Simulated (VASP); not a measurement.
Wanted: the native input for a VASP 6.6.1 run.

```yaml
Task: single point
Functional: PBE
Potentials_or_basis: VASP PAW PBE potentials, release 64 (Co, Mn_pv, N)
Cutoff: 520 eV
k_mesh: 11 × 11 × 4
Occupations: fermi-dirac, width 0.05 eV
Spin: collinear spin, ferromagnetic start
Starting_moments: "[2.0, 2.0, 4.0, 0.0, 0.0] μB"
Dipole_correction: no
Further_INCAR_settings: ALGO = Normal; EDIFF = 1e-06; NBANDS = 32
```

The structure of MnCo2N2 lies in POSCAR:

```
MnCo2N2
1.0
    2.8779217701      0.0000000000      0.0000000000
   -1.4389608851      2.4923533630      0.0000000000
    0.0000000000      0.0000000000      6.4526060264
Co Mn N
2 1 2
Direct
    0.3333333333      0.6666666667      0.8356380000
    0.6666666667      0.3333333333      0.1643620000
    0.0000000000      0.0000000000      0.5000000000
    0.3333333333      0.6666666667      0.3046360000
    0.6666666667      0.3333333333      0.6953640000
```

These files were run (other wordings do the same):

INCAR

```
SYSTEM = MnCo2N2
PREC = Accurate
ENCUT = 520
EDIFF = 1E-6
ISMEAR = -1
SIGMA = 0.05
LREAL = .False.
LASPH = .True.
NELM = 150
ALGO = Normal
ISIF = 2
LWAVE = .False.
LCHARG = .True.
ISPIN = 2
MAGMOM = 2 2 4 0 0
LORBIT = 11
LMAXMIX = 4
GGA = PE
LELF = .True.
LVHAR = .True.
NBANDS = 32
```

KPOINTS

```
regular mesh
0
Gamma
  11 11 4
  0 0 0
```

Potentials or basis: VASP PAW PBE potentials, release 64 (Co, Mn_pv, N).

Launch:

```console
$ cat potpaw_PBE.64/Co/POTCAR potpaw_PBE.64/Mn_pv/POTCAR potpaw_PBE.64/N/POTCAR > POTCAR
$ mpirun -np 1 vasp_std > vasp.out
```

Results of the run:

```
Pressure                                              : -2.4 GPa
Largest force                                         : 0.097 eV/Å
Net moment                                            : 3.62 μB per cell
Site moments                                          : Co +0.39; Mn +2.77; N +0.02 μB
Valence electrons inside the program's atomic spheres : Co 8.41; Mn 11.73; N 3.69
```

Caveat: only a ferromagnetic start was run, and an antiferromagnetic order may lie lower in energy.

It took 3.7 min on 1 thread of Intel(R) Xeon(R) Platinum 8259CL CPU @ 2.50GHz (Skylake/Cascade Lake) (shared host), peak memory 0.28 GiB.
